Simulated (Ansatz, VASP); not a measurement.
## Two plane-wave programs on W

Contents of POSCAR:

```
W
1.0
   -1.7782763043      1.7782763043      1.2572413472
    1.7782763043     -1.7782763043      1.2572413472
    1.7782763043      1.7782763043     -1.2572413472
W
1
Direct
    0.0000000000      0.0000000000      0.0000000000
```

File INCAR.step1:

```
ALGO = Normal
EDIFF = 1E-4
ENCUT = 520
GGA = PE
ISMEAR = 0
LASPH = True
LCHARG = False
LREAL = False
LUSENCCL = False
LWAVE = True
NBANDS = 13
NELM = 60
PREC = Accurate
SIGMA = 0.15
```

Contents of INCAR.step2:

```
ALGO = Normal
EDIFF = 1E-7
ENCUT = 520
ISIF = 2
ISMEAR = 0
ISTART = 1
LASPH = True
LCHARG = False
LMIXTAU = True
LREAL = False
LUSENCCL = False
LWAVE = False
METAGGA = R2SCAN
NBANDS = 13
NELM = 60
PREC = Accurate
SIGMA = 0.15
```

KPOINTS

```
k-points
0
Gamma
  30 30 30
```

Input for Ansatz:

```yaml
crystal:
  lattice:
    - [-1.7782763043, 1.7782763043, 1.2572413472]
    - [1.7782763043, -1.7782763043, 1.2572413472]
    - [1.7782763043, 1.7782763043, -1.2572413472]
  atoms:
    - { symbol: W, position: [0.0, 0.0, 0.0] }
basis:
  ecutwfc: 500
kpoints:
  mp_grid: { grid: [30, 30, 30] }
hamiltonian:
  xc: r2scan
scf:
  occupations: { method: gaussian, width: 0.15 }
output:
  forces: true
  stress: true
  eigenvalues: true
```

Alike in both runs: task single point; functional r2SCAN; k mesh 30 × 30 × 30; occupations gaussian, width 0.15 eV; no spin polarisation.

|  | VASP | Ansatz |
| --- | --- | --- |
| version | VASP 6.6.1 | Ansatz 0.2.0 |
| potentials or method | VASP PAW PBE potentials, release 64 (W_sv), cutoff 520 eV | scalar-relativistic, plane waves, PAW |
| valence electrons in the cell | 14 | 14 |

```csv
,VASP,Ansatz,Ansatz less VASP
gap on the k mesh at the Fermi level (eV),none,none,-
pressure (GPa),19.9,18.3,-1.54
"traceless stress, the component that is largest in VASP (GPa)",36.73,36.08,-0.643
```

VASP's potentials were made for PBE, not for r2SCAN. A gap of «none» marks a metal or a gap that the smearing closes.

Spin-orbit coupling is off throughout.
